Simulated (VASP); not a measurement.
A run of VASP 6.6.1 is set up as follows.

File POSCAR:

```
PbO
1.0
    3.9250477451      0.0000000000      0.0000000000
    0.0000000000      3.9250477451      0.0000000000
    0.0000000000      0.0000000000      3.9007886060
Pb O
2 2
Direct
    0.5000000000      0.0000000000      0.7084704336
    0.0000000000      0.5000000000      0.2915295664
    0.5000000000      0.5000000000      0.0000000000
    0.0000000000      0.0000000000      0.0000000000
```

File INCAR.step1:

```
SYSTEM = PbO
  PREC = Accurate
  ENCUT = 660
  ISMEAR = -1
  SIGMA = 0.05
  LREAL = .False.
  LASPH = .True.
  NELM = 120
  NBANDS = 28
  GGA = PE
  ALGO = Normal
  EDIFF = 1E-5
  LWAVE = .True.
  LCHARG = .False.
  GGA_COMPAT = .False.
```

Contents of INCAR.step2:

```
SYSTEM = PbO
  PREC = Accurate
  ENCUT = 660
  EDIFF = 1E-6
  ISMEAR = -1
  SIGMA = 0.05
  LREAL = .False.
  LASPH = .True.
  NELM = 120
  ALGO = Normal
  ISIF = 2
  LWAVE = .False.
  LCHARG = .False.
  METAGGA = R2SCAN
  LMIXTAU = .True.
  NBANDS = 28
  ISTART = 1
  GGA_COMPAT = .False.
```

The input KPOINTS:

```
Automatic mesh
0
Gamma
  7 7 6
  0 0 0
```

Potentials or basis: VASP PAW PBE potentials, release 64 (Pb_d, O).

Run with:

```sh
$ cat potpaw_PBE.64/Pb_d/POTCAR potpaw_PBE.64/O/POTCAR > POTCAR
$ cp INCAR.step1 INCAR
$ mpirun -np 1 vasp_std > vasp.out
$ cp INCAR.step2 INCAR
$ mpirun -np 1 vasp_std > vasp.out
```

Q: Predict the band gap on the k mesh.

A: 1.30 eV (least direct gap 2.12 eV).

Q: Estimate the pressure.

A: 20.8 GPa.

Q: Estimate the largest force.

A: 0.116 eV/Å.

Forces in eV/Å, atoms in the order of the input:
```
Pb   0.000  0.000 -0.116
Pb   0.000  0.000  0.116
O    0.000  0.000  0.000
O    0.000  0.000  0.000
```

Caveat: the cell stands under pressure; the PAW data sets were made with another functional, which shifts forces and pressure a little; spin-orbit coupling is left out, which moves the levels of the heavy elements. r2SCAN opens gaps a little over a GGA but as a rule still falls short of measured ones.
